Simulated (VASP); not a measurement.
# Os (P6/mmm) in VASP: notebook

The runs below take Os through single point, with PBE.

Program: VASP 6.6.1. These are calculated values, not measurements. Logs are shortened: lines on timing, memory, paths and dates and some standing lists are left out, and cuts for length are marked.

## (1) The cell of the first run

It takes space group P6/mmm (No. 191, hexagonal). The conventional cell has a = 2.132 Å, b = 2.132 Å, c = 2.006 Å, α = 90.00°, β = 90.00°, γ = 120.00°. Within 2.7 Å of Os (site symmetry 6/mmm) lie 8 Os at 2.01 to 2.13 Å.

## (2) Single point, PBE (volume scaled by 0.5)

INCAR reads:

```
SYSTEM = Os
  PREC = Accurate
  ENCUT = 520
  EDIFF = 1E-7
  ISMEAR = -1
  SIGMA = 0.05
  LREAL = .False.
  LASPH = .True.
  NELM = 100
  ALGO = Normal
  ISIF = 2
  LWAVE = .False.
  LCHARG = .False.
  GGA = PE
  NBANDS = 10
```

KPOINTS reads:

```
Automatic mesh
0
Gamma
  16 16 15
  0 0 0
```

POSCAR reads:

```
Os
1.0
    2.1315004462      0.0000000000      0.0000000000
   -1.0657502231      1.8459335346      0.0000000000
    0.0000000000      0.0000000000      2.0059365276
Os
1
Direct
    0.0000000000      0.0000000000      0.0000000000
```

Potentials or basis: VASP PAW PBE potentials, release 64 (Os).

Started as:

```console
$ cat potpaw_PBE.64/Os/POTCAR > POTCAR
$ mpirun -np 1 vasp_std > vasp.out
```

OUTCAR:

```text
SYSTEM = Os
   PREC = Accurate
   ENCUT = 520
   EDIFF = 1E-7
   ISMEAR = -1
   LREAL = .False.
   LASPH = .True.
   NELM = 100
   ISIF = 2
   GGA = PE

 ion  position               nearest neighbor table
   1  0.000  0.000  0.000-

  LATTYP: Found a hexagonal cell.
 ALAT       =     2.1315004462
 C/A-ratio  =     0.9410913008

  Lattice vectors:

 A1 = (   2.1315004462,   0.0000000000,   0.0000000000)
 A2 = (  -1.0657502231,   1.8459335346,   0.0000000000)
 A3 = (   0.0000000000,   0.0000000000,   2.0059365276)

Analysis of symmetry for initial positions (statically):
=====================================================================
 Subroutine PRICEL returns:
 Original cell was already a primitive cell.

 Routine SETGRP: Setting up the symmetry group for a
 hexagonal supercell.

 Subroutine GETGRP returns: Found 24 space group operations
 (whereof 24 operations were pure point group operations)
 out of a pool of 24 trial point group operations.

The static configuration has the point symmetry D_6h.

Analysis of symmetry for dynamics (positions and initial velocities):
=====================================================================
 Subroutine PRICEL returns:
 Original cell was already a primitive cell.

 Routine SETGRP: Setting up the symmetry group for a
 hexagonal supercell.

 Subroutine GETGRP returns: Found 24 space group operations
 (whereof 24 operations were pure point group operations)
 out of a pool of 24 trial point group operations.

The dynamic configuration has the point symmetry D_6h.

 Subroutine INISYM returns: Found 24 space group operations
 (whereof 24 operations are pure point group operations),
 and found     1 'primitive' translations

----------------------------------------------------------------------------------------

                                     Primitive cell

  volume of cell :       7.8926

  direct lattice vectors                    reciprocal lattice vectors
     2.131500446  0.000000000  0.000000000     0.469153080  0.270865657  0.000000000
    -1.065750223  1.845933535  0.000000000     0.000000000  0.541731314  0.000000000
     0.000000000  0.000000000  2.005936528     0.000000000  0.000000000  0.498520260

  length of vectors
     2.131500446  2.131500446  2.005936528     0.541731314  0.541731314  0.498520260

  position of ions in fractional coordinates (direct lattice)
     0.000000000  0.000000000  0.000000000

[... 67 lines left out ...]
   ISTART =      0    job   : 0-new  1-cont  2-samecut
   ICHARG =      2    charge: 1-file 2-atom 10-const
   ISPIN  =      1    spin polarized calculation?
   LNONCOLLINEAR =      F non collinear calculations
   LSORBIT =      F    spin-orbit coupling
   LASPH  =      T    aspherical Exc in radial PAW
   ENCUT  =  520.0 eV  38.22 Ry    6.18 a.u.   3.96  3.96  3.73*2*pi/ulx,y,z
   NELM   =    100;   NELMIN=  2; NELMDL= -5     # of ELM steps
   EDIFF  = 0.1E-06   stopping-criterion for ELM
   LREAL  =      F    real-space projection
   EDIFFG = 0.1E-05   stopping-criterion for IOM
   NSW    =      0    number of steps for IOM
   IBRION =     -1    ionic relax: 0-MD 1-quasi-New 2-CG
   NFREE  =      0    steps in history (QN), initial steepest desc. (CG)
   ISIF   =      2    stress and relaxation
   ISYM   =      2    0-nonsym 1-usesym 2-fastsym
   POTIM  = 0.5000    time-step for ionic-motion
   TEBEG  =    0.0;   TEEND  =   0.0 temperature during run
   PSTRESS=    0.0 pullay stress
   NELECT =       8.0000    total number of electrons
   NUPDOWN=      -1.0000    fix difference up-down
   EMIN   =  10.00;   EMAX   =-10.00  energy-range for DOS
   EFERMI =   0.00;   METHOD = LEGACY
   ISMEAR =    -1;   SIGMA  =   0.05  broadening in eV -4-tet -1-fermi 0-gaus
   EFERMI_NEDOS =   21; number of points for ismear=-14 and -15
   IALGO  =     38    algorithm
   IMIX   =      4    mixing-type and parameters
     AMIX     =   0.40;   BMIX     =  1.00
     AMIX_MAG =   1.60;   BMIX_MAG =  1.00
  volume/ion in A,a.u.               =       7.89        53.26
  Fermi-wavevector in a.u.,A,eV,Ry     =   1.644493  3.107640 36.794998  2.704356
  Thomas-Fermi vector in A             =   2.734449
   LORBIT       =      0    0 simple, 1 ext, 2 COOP (PROOUT), +10 PAW based schemes
   GGA     = PE    functional components
[... 5 lines left out ...]
 non-spin polarized calculation
  energy-cutoff  :      520.00
  volume of cell :        7.89
 maximum number of plane-waves:       222
 NGX is ok and might be reduce to    16

 number of electron       8.0000000 magnetization

 Free energy of the ion-electron system (eV)
  ---------------------------------------------------
  ext. energy  EPLUGINS =         0.00000000
  ---------------------------------------------------
  free energy    TOTEN  =         3.33172561 eV

  energy without entropy =        3.33576289  energy(sigma->0) =        3.33374425

 E-fermi :  20.9548     XC(G=0): -17.4167

 val. band max:       20.9536034999   @ k =   0.3750  -0.0000   0.2000
 cond. band min:      20.9717711806   @ k =   0.2500   0.0625   0.0000
 fundamental gap:      0.0181676807
 Fermi energy:        20.9548484453

 k-point     1 :       0.0000    0.0000    0.0000
  band No.  band energies     occupation
      1       4.9232      2.00000
      2       6.3082      2.00000
      3      13.6775      2.00000
      4      13.6775      2.00000
      5      28.2222      0.00000
      6      28.2222      0.00000
      7      33.4413      0.00000
      8      42.7769      0.00000
      9      52.1078      0.00000
     10      52.1078      0.00000
[... 287 lines left out ...]
 k-point    24 :       0.2500    0.1875    0.0000
  band No.  band energies     occupation
      1       9.3407      2.00000
      2       9.4930      2.00000
      3      14.1903      2.00000
      4      19.6796      2.00000
      5      24.3222      0.00000
      6      27.0245      0.00000
      7      38.2126      0.00000
      8      39.0451      0.00000
      9      48.0095      0.00000
     10      56.5855      0.00000

 [... further k-points ...]
[... 5 lines left out ...]
  --------------------------------------------------------------------------------------
  -------------------------------------------------------------------------------------
  Total       50.2272602     50.2272602     47.5242464     -0.0000000      0.0000000     -0.0000000
  in kB    10196.0368572  10196.0368573   9647.3302857     -0.0000000      0.0000000     -0.0000000
  external PRESSURE =   10013.1346667 kB  Pullay stress =       0.0000000 kB

 VOLUME and BASIS-vectors are now :
 -----------------------------------------------------------------------------
  energy-cutoff  :      520.00
  volume of cell :        7.89
      direct lattice vectors                 reciprocal lattice vectors
     2.131500446  0.000000000  0.000000000     0.469153080  0.270865657  0.000000000
    -1.065750223  1.845933535  0.000000000     0.000000000  0.541731314  0.000000000
     0.000000000  0.000000000  2.005936528     0.000000000  0.000000000  0.498520260

 POSITION                                       TOTAL-FORCE (eV/Angst)
 -----------------------------------------------------------------------------------
      0.00000      0.00000      0.00000        -0.000000      0.000000      0.000000
 -----------------------------------------------------------------------------------
    total drift:                               -0.000000      0.000000      0.000000

  FREE ENERGIE OF THE ION-ELECTRON SYSTEM (eV)
  ---------------------------------------------------
  free  energy   TOTEN  =         3.3317256078 eV

  energy  without entropy=        3.3357628923  energy(sigma->0) =        3.33374425
```

stdout:

```text
POSCAR found type information on POSCAR Os
 POSCAR found :  1 types and       1 ions
 scaLAPACK will be used
 LDA part: xc-table for (Slater+PW92), standard interpolation
 POSCAR, INCAR and KPOINTS ok, starting setup
 FFT: planning ... GRIDC
 FFT: planning ... GRID_SOFT
 FFT: planning ... GRID
 WAVECAR not read
 entering main loop
```

Run time: 6.2 s. Hardware: 1 thread of Intel Xeon Platinum 8488C (Sapphire Rapids), shared host; peak memory 0.12 GiB.

The run converged, but its numbers aren't listed here, since they failed a check.

Caveat: the cell differs from its parent crystal (volume scaled by 0.5); spin-orbit coupling is left out, which moves the levels of the heavy elements.

## (3) Single point, PBE

This run uses another cell than the first one, of 9.16 Å³/atom, 1.160 times its volume.

INCAR reads:

```
ALGO = Normal
EDIFF = 1E-6
ENCUT = 520
GGA = PE
ISIF = 2
ISMEAR = -1
LASPH = True
LCHARG = False
LREAL = False
LWAVE = False
NBANDS = 10
NELM = 80
PREC = Accurate
SIGMA = 0.05
```

KPOINTS reads:

```
k-points
0
Gamma
  16 16 15
```

POSCAR reads:

```
Os
1.0
    2.2378676953      0.0000000000      0.0000000000
   -1.1189338477      1.9380502745      0.0000000000
    0.0000000000      0.0000000000      2.1109464564
Os
1
Direct
    0.0000000000      0.0000000000      0.0000000000
```

Potentials or basis: VASP PAW PBE potentials, release 64 (Os).

Started as:

```console
$ cat potpaw_PBE.64/Os/POTCAR > POTCAR
$ mpirun -np 1 vasp_std > vasp.out
```

Wall time 9.8 s (1 thread of Intel Xeon Platinum 8488C (Sapphire Rapids), shared host); peak memory 0.13 GiB.

Results (log left out):

* Free energy: -2.7467 eV
* Pressure: 580.7 GPa
* Band gap on the k mesh: zero (band 4 reaches 23.26 eV, above the bottom of band 5 at 14.85 eV)

Stress tensor (GPa, compression positive):
```
589.39   0.00   0.00
  0.00 589.39   0.00
  0.00   0.00 563.38
```

Levels at points of the mesh, in eV from the Fermi level:
```
           k point  band 2  band 3  band 4  band 5  band 6  band 7
(0.00, 0.00, 0.00)  -12.13   -5.71   -5.71    6.08    6.08   13.45
(0.50, 0.00, 0.00)   -9.23   -2.10    0.19    4.22    6.76   16.08
```

Caveat: spin-orbit coupling is left out, which moves the levels of the heavy elements.

## (4) Single point, PBE

INCAR reads:

```
  ALGO = Normal
  EDIFF = 1E-6
  ENCUT = 520
  GGA = PE
  ISIF = 2
  ISMEAR = -1
  LASPH = True
  LCHARG = False
  LREAL = False
  LWAVE = False
  NBANDS = 10
  NELM = 60
  PREC = Accurate
  SIGMA = 0.05
```

KPOINTS is that of step 3.

POSCAR reads:

```
Os
1.0
    2.2378676953      0.0000000000      0.0000000000
   -1.1189338477      1.9380502744      0.0000000000
    0.0000000000      0.0000000000      2.1109464564
Os
1
Direct
    0.0000000000      0.0000000000      0.0000000000
```

Started as:

```console
$ cat potpaw_PBE.64/Os/POTCAR > POTCAR
$ mpirun -np 1 vasp_std > vasp.out
```

Run time: 9.7 s. Hardware: 1 thread of Intel Xeon Platinum 8488C (Sapphire Rapids), shared host; peak memory 0.14 GiB.

The run converged. Its results:

| Property | Result |
| --- | --- |
| Free energy | -2.7467 eV |
| Pressure | 580.7 GPa |
| Band gap on the k mesh | zero (band 4 reaches 23.26 eV, above the bottom of band 5 at 14.85 eV) |

Stress tensor (GPa, compression positive):
```
589.39   0.00   0.00
  0.00 589.39   0.00
  0.00   0.00 563.38
```

Levels at points of the mesh, in eV from the Fermi level:
```csv
k point,band 1,band 2,band 3,band 4,band 5,band 6,band 7,band 8
"(0.00, 0.00, 0.00)",-14.67,-12.13,-5.71,-5.71,6.08,6.08,13.45,20.37
"(0.50, 0.00, 0.00)",-13.43,-9.23,-2.10,0.19,4.22,6.76,16.08,17.85
```

Caveat: spin-orbit coupling is left out, which moves the levels of the heavy elements.
